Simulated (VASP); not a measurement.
# Ga2BAs3 (I-4m2) in VASP: single point with PBE

Aim: the single point of Ga2BAs3 with PBE.

Everything below comes from runs of VASP 6.6.1. Logs are shortened: lines on timing, memory, paths and dates and some standing lists are left out, and cuts for length are marked.

## Step 1: The cell of the first run

It takes space group I-4m2 (No. 119, tetragonal). Conventional cell: a = 3.807 Å, b = 3.807 Å, c = 16.666 Å, α = 90.00°, β = 90.00°, γ = 90.00°. Ga (site symmetry 2mm) has 4 As at 2.43 to 2.44 Å within 3.2 Å. Within 2.9 Å of B (site symmetry -4m2) lie 4 As at 2.21 Å. As (site symmetry 2mm) has 2 B at 2.21 Å and 2 Ga at 2.44 Å within 2.9 Å. Within 3.2 Å of As (site symmetry -4m2) lie 4 Ga at 2.43 Å.

## Step 2: Single point, PBE

INCAR

```
ALGO     = Normal         # electronic algorithm
EDIFF    = 1E-6           # SCF threshold, eV
ENCUT    = 520            # plane-wave cutoff, eV
GGA      = PE             # functional
ISIF     = 2              # what is computed and relaxed
ISMEAR   = 0              # smearing method
LASPH    = True           # aspherical terms in the spheres
LCHARG   = False          # write CHGCAR
LREAL    = False          # projectors in reciprocal space
LWAVE    = False          # write WAVECAR
NBANDS   = 31             # bands
NELM     = 100            # most SCF steps
PREC     = Accurate       # precision mode
SIGMA    = 0.02           # smearing width, eV
```

KPOINTS

```
k-points
0
Gamma
  14 14 14
```

POSCAR

```
Ga2BAs3
1.0
   -1.9036338102      1.9036338102      8.3329122533
    1.9036338102     -1.9036338102      8.3329122533
    1.9036338102      1.9036338102     -8.3329122533
Ga B As
2 1 3
Direct
    0.6596292313      0.6596292313      0.0000000000
    0.3403707687      0.3403707687      0.0000000000
    0.0000000000      0.0000000000      0.0000000000
    0.4320720016      0.9320720016      0.5000000000
    0.0679279984      0.5679279984      0.5000000000
    0.7500000000      0.2500000000      0.5000000000
```

Potentials or basis: VASP PAW PBE potentials, release 64 (Ga_d, B, As).

On the command line:

```bash
cat potpaw_PBE.64/Ga_d/POTCAR potpaw_PBE.64/B/POTCAR potpaw_PBE.64/As/POTCAR > POTCAR
mpirun -np 1 vasp_std > vasp.out
```

OUTCAR:

```text
EDIFF = 1E-6
   ENCUT = 520
   GGA = PE
   ISIF = 2
   ISMEAR = 0
   LASPH = True
   LREAL = False
   NELM = 100
   PREC = Accurate

 ion  position               nearest neighbor table
   1  0.660  0.660  0.000-   6 2.43   6 2.43   5 2.44   5 2.44
   2  0.340  0.340  0.000-   6 2.43   6 2.43   4 2.44   4 2.44
   3  0.000  0.000  0.000-   5 2.21   4 2.21   5 2.21   4 2.21
   4  0.432  0.932  0.500-   3 2.21   3 2.21   2 2.44   2 2.44
   5  0.068  0.568  0.500-   3 2.21   3 2.21   1 2.44   1 2.44
   6  0.750  0.250  0.500-   2 2.43   1 2.43   2 2.43   1 2.43

  LATTYP: Found a body centered tetragonal cell.
 ALAT       =     3.8072676204
 C/A-ratio  =     4.3773714297

  Lattice vectors:

 A1 = (  -1.9036338102,   1.9036338102,   8.3329122533)
 A2 = (   1.9036338102,  -1.9036338102,   8.3329122533)
 A3 = (   1.9036338102,   1.9036338102,  -8.3329122533)

Analysis of symmetry for initial positions (statically):
=====================================================================
 Subroutine PRICEL returns:
 Original cell was already a primitive cell.

 Routine SETGRP: Setting up the symmetry group for a
 body centered tetragonal supercell.

 Subroutine GETGRP returns: Found  8 space group operations
 (whereof  8 operations were pure point group operations)
 out of a pool of 16 trial point group operations.

The static configuration has the point symmetry D_2d.

Analysis of symmetry for dynamics (positions and initial velocities):
=====================================================================
 Subroutine PRICEL returns:
 Original cell was already a primitive cell.

 Routine SETGRP: Setting up the symmetry group for a
 body centered tetragonal supercell.

 Subroutine GETGRP returns: Found  8 space group operations
 (whereof  8 operations were pure point group operations)
 out of a pool of 16 trial point group operations.

The dynamic configuration has the point symmetry D_2d.

 Subroutine INISYM returns: Found  8 space group operations
 (whereof  8 operations are pure point group operations),
 and found     1 'primitive' translations

----------------------------------------------------------------------------------------

                                     Primitive cell

  volume of cell :     120.7880

  direct lattice vectors                    reciprocal lattice vectors
    -1.903633810  1.903633810  8.332912253     0.000000000  0.262655558  0.060003032
     1.903633810 -1.903633810  8.332912253     0.262655558  0.000000000  0.060003032
     1.903633810  1.903633810 -8.332912253     0.262655558  0.262655558  0.000000000

  length of vectors
     8.757001198  8.757001198  8.757001198     0.269422170  0.269422170  0.371451052

  position of ions in fractional coordinates (direct lattice)
     0.659629231  0.659629231  0.000000000
     0.340370769  0.340370769  0.000000000
     0.000000000  0.000000000  0.000000000
     0.432072002  0.932072002  0.500000000
     0.067927998  0.567927998  0.500000000
     0.750000000  0.250000000  0.500000000

  ion indices of the primitive-cell ions
   primitive index   ion index
                 1           1
                 2           2
                 3           3
                 4           4
                 5           5
                 6           6

----------------------------------------------------------------------------------------

 KPOINTS: k-points

Automatic generation of k-mesh.
 Grid dimensions read from file:
 generate k-points for:   14   14   14

 Generating k-lattice:

  Cartesian coordinates                     Fractional coordinates (reciprocal lattice)
     0.000000000  0.018761111  0.004285931     0.071428571  0.000000000 -0.000000000
     0.018761111  0.000000000  0.004285931     0.000000000  0.071428571 -0.000000000
     0.018761111  0.018761111  0.000000000     0.000000000  0.000000000  0.071428571

  Length of vectors
     0.019244441  0.019244441  0.026532218

  Shift w.r.t. Gamma in fractional coordinates (k-lattice)
     0.000000000  0.000000000  0.000000000

 Subroutine IBZKPT returns following result:
 ===========================================

 Found    244 irreducible k-points:

 Following reciprocal coordinates:
            Coordinates               Weight
  0.000000  0.000000  0.000000      1.000000
  0.071429  0.000000 -0.000000      8.000000
  0.142857  0.000000 -0.000000      8.000000
  0.214286  0.000000 -0.000000      8.000000
  0.285714  0.000000 -0.000000      8.000000
  0.357143  0.000000 -0.000000      8.000000
[... 16 lines left out ...]
  0.214286  0.142857 -0.000000     16.000000
  0.285714  0.142857 -0.000000     16.000000
 [... further k-points ...]
   k-points           NKPTS =    244   k-points in BZ     NKDIM =    244   number of bands    NBANDS=     31
   number of dos      NEDOS =    301   number of ions     NIONS =      6
   total plane-waves  NPLWV = 343000
   dimension x,y,z NGX =    70 NGY =   70 NGZ =   70
   dimension x,y,z NGXF=   140 NGYF=  140 NGZF=  140
   ions per type =               2   1   3
   NGX,Y,Z   is equivalent  to a cutoff of  13.29, 13.29, 13.29 a.u.
   NGXF,Y,Z  is equivalent  to a cutoff of  26.58, 26.58, 26.58 a.u.
 SYSTEM =  unknown system
   PREC   = accura    normal or accurate (medium, high low for compatibility)
   ISTART =      0    job   : 0-new  1-cont  2-samecut
   ICHARG =      2    charge: 1-file 2-atom 10-const
   ISPIN  =      1    spin polarized calculation?
   LNONCOLLINEAR =      F non collinear calculations
   LSORBIT =      F    spin-orbit coupling
   LASPH  =      T    aspherical Exc in radial PAW
   ENCUT  =  520.0 eV  38.22 Ry    6.18 a.u.  16.28 16.28 16.28*2*pi/ulx,y,z
   NELM   =    100;   NELMIN=  2; NELMDL= -5     # of ELM steps
   EDIFF  = 0.1E-05   stopping-criterion for ELM
   LREAL  =      F    real-space projection
   EDIFFG = 0.1E-04   stopping-criterion for IOM
   NSW    =      0    number of steps for IOM
   IBRION =     -1    ionic relax: 0-MD 1-quasi-New 2-CG
   NFREE  =      0    steps in history (QN), initial steepest desc. (CG)
   ISIF   =      2    stress and relaxation
   ISYM   =      2    0-nonsym 1-usesym 2-fastsym
   POTIM  = 0.5000    time-step for ionic-motion
   TEBEG  =    0.0;   TEEND  =   0.0 temperature during run
   PSTRESS=    0.0 pullay stress
   NELECT =      44.0000    total number of electrons
   NUPDOWN=      -1.0000    fix difference up-down
   EMIN   =  10.00;   EMAX   =-10.00  energy-range for DOS
   EFERMI =   0.00;   METHOD = LEGACY
   ISMEAR =     0;   SIGMA  =   0.02  broadening in eV -4-tet -1-fermi 0-gaus
   EFERMI_NEDOS =   21; number of points for ismear=-14 and -15
   IALGO  =     38    algorithm
   IMIX   =      4    mixing-type and parameters
     AMIX     =   0.40;   BMIX     =  1.00
     AMIX_MAG =   1.60;   BMIX_MAG =  1.00
  volume/ion in A,a.u.               =      20.13       135.85
  Fermi-wavevector in a.u.,A,eV,Ry     =   1.169188  2.209446 18.599186  1.367002
  Thomas-Fermi vector in A             =   2.305665
   LORBIT       =      0    0 simple, 1 ext, 2 COOP (PROOUT), +10 PAW based schemes
   GGA     = PE    functional components
   LHFCALC =     F    Hartree Fock is set to
   AEXX    =    0.0000 exact exchange contribution
   IVDW    =     0    specifies the selected vdW correction
   LEPSILON=     F    determine dielectric tensor
   LRPA    =     F    only Hartree local field effects (RPA)
 non-spin polarized calculation
 Gauss-broadening in eV      SIGMA  =   0.02
  energy-cutoff  :      520.00
  volume of cell :      120.79
 maximum number of plane-waves:      3272
 NGX is ok and might be reduce to    70
   NGX = 33   NGY = 33   NGZ = 33

 number of electron      43.9999999 magnetization

 Free energy of the ion-electron system (eV)
  ---------------------------------------------------
  ext. energy  EPLUGINS =         0.00000000
  ---------------------------------------------------
  free energy    TOTEN  =       -26.97778337 eV

  energy without entropy =      -26.97778337  energy(sigma->0) =      -26.97778337

 E-fermi :   4.6287     XC(G=0):  -9.7502

 val. band max:        4.5019922088   @ k =   0.0000   0.0000   0.0000
 cond. band min:       4.9586888670   @ k =   0.0000   0.0000   0.0000
 fundamental gap:      0.4566966582
 Fermi energy:         4.6287165118

 k-point     1 :       0.0000    0.0000    0.0000
  band No.  band energies     occupation
      1     -10.6426      2.00000
      2     -10.5847      2.00000
      3     -10.5181      2.00000
      4     -10.5181      2.00000
      5     -10.4911      2.00000
      6     -10.4911      2.00000
[... 23 lines left out ...]
     30       8.0962      0.00000
     31      11.6582      0.00000

 k-point     2 :       0.0714    0.0000   -0.0000
  band No.  band energies     occupation
      1     -10.6414      2.00000
      2     -10.5835      2.00000
      3     -10.5219      2.00000
      4     -10.5179      2.00000
      5     -10.4941      2.00000
      6     -10.4913      2.00000
[... 23 lines left out ...]
     30       8.3530      0.00000
     31      11.2125      0.00000

 k-point     3 :       0.1429    0.0000   -0.0000
  band No.  band energies     occupation
      1     -10.6383      2.00000
      2     -10.5803      2.00000
      3     -10.5319      2.00000
      4     -10.5171      2.00000
      5     -10.5017      2.00000
      6     -10.4918      2.00000
[... 23 lines left out ...]
     30       8.8997      0.00000
     31      10.4846      0.00000

 k-point     4 :       0.2143    0.0000   -0.0000
  band No.  band energies     occupation
      1     -10.6347      2.00000
      2     -10.5768      2.00000
      3     -10.5443      2.00000
      4     -10.5159      2.00000
      5     -10.5112      2.00000
      6     -10.4927      2.00000
[... 635 lines left out ...]
     30       9.4100      0.00000
     31       9.8355      0.00000

 k-point    23 :       0.2143    0.1429   -0.0000
  band No.  band energies     occupation
      1     -10.6327      2.00000
      2     -10.5742      2.00000
      3     -10.5499      2.00000
      4     -10.5154      2.00000
      5     -10.5089      2.00000
      6     -10.5003      2.00000
[... 23 lines left out ...]
     30       9.6179      0.00000
     31      10.1381      0.00000

 k-point    24 :       0.2857    0.1429   -0.0000
  band No.  band energies     occupation
      1     -10.6323      2.00000
      2     -10.5751      2.00000
      3     -10.5554      2.00000
      4     -10.5160      2.00000
      5     -10.5132      2.00000
      6     -10.4998      2.00000
[... 23 lines left out ...]
     30       9.5775      0.00000
     31      10.0736      0.00000

 [... further k-points ...]

------------------------ aborting loop because EDIFF is reached ----------------------------------------

  FORCE on cell =-STRESS in cart. coord.  units (eV):
  Direction    XX          YY          ZZ          XY          YZ          ZX
  --------------------------------------------------------------------------------------
  -------------------------------------------------------------------------------------
  Total        0.1493480      0.1493480      0.1543180      0.0000000      0.0000000      0.0000000
  in kB        1.9810082      1.9810082      2.0469324      0.0000000      0.0000000      0.0000000
  external PRESSURE =       2.0029829 kB  Pullay stress =       0.0000000 kB

 VOLUME and BASIS-vectors are now :
 -----------------------------------------------------------------------------
  energy-cutoff  :      520.00
  volume of cell :      120.79
      direct lattice vectors                 reciprocal lattice vectors
    -1.903633810  1.903633810  8.332912253     0.000000000  0.262655558  0.060003032
     1.903633810 -1.903633810  8.332912253     0.262655558  0.000000000  0.060003032
     1.903633810  1.903633810 -8.332912253     0.262655558  0.262655558  0.000000000

 POSITION                                       TOTAL-FORCE (eV/Angst)
 -----------------------------------------------------------------------------------
      0.00000      0.00000     10.99327        -0.000000     -0.000000     -0.001281
      0.00000      0.00000      5.67256        -0.000000     -0.000000      0.001281
      0.00000      0.00000      0.00000        -0.000000     -0.000000     -0.000000
      1.90363      0.00000      7.20084         0.000000      0.000000     -0.011589
      1.90363      0.00000      1.13208         0.000000      0.000000      0.011589
      0.00000      1.90363      4.16646        -0.000000     -0.000000     -0.000000
 -----------------------------------------------------------------------------------
    total drift:                               -0.000001      0.000001     -0.000000

  FREE ENERGIE OF THE ION-ELECTRON SYSTEM (eV)
  ---------------------------------------------------
  free  energy   TOTEN  =       -26.9777833650 eV

  energy  without entropy=      -26.9777833650  energy(sigma->0) =      -26.97778337
```

Wall time 36 min (1 thread of Intel Xeon 6975P-C (Granite Rapids), shared host); peak memory 1.2 GiB.

What came out:

* Free energy: -26.9778 eV
* Pressure: 0.2 GPa
* Largest force: 0.012 eV/Å
* Band gap on the k mesh: 0.46 eV

Forces on the atoms (eV/Å):
```
Ga   0.000  0.000 -0.001
Ga   0.000  0.000  0.001
B    0.000  0.000  0.000
As   0.000  0.000 -0.012
As   0.000  0.000  0.012
As   0.000  0.000  0.000
```

Caveat: semilocal functionals underestimate gaps, and a narrow one can read as zero. A k mesh can miss the band edges.
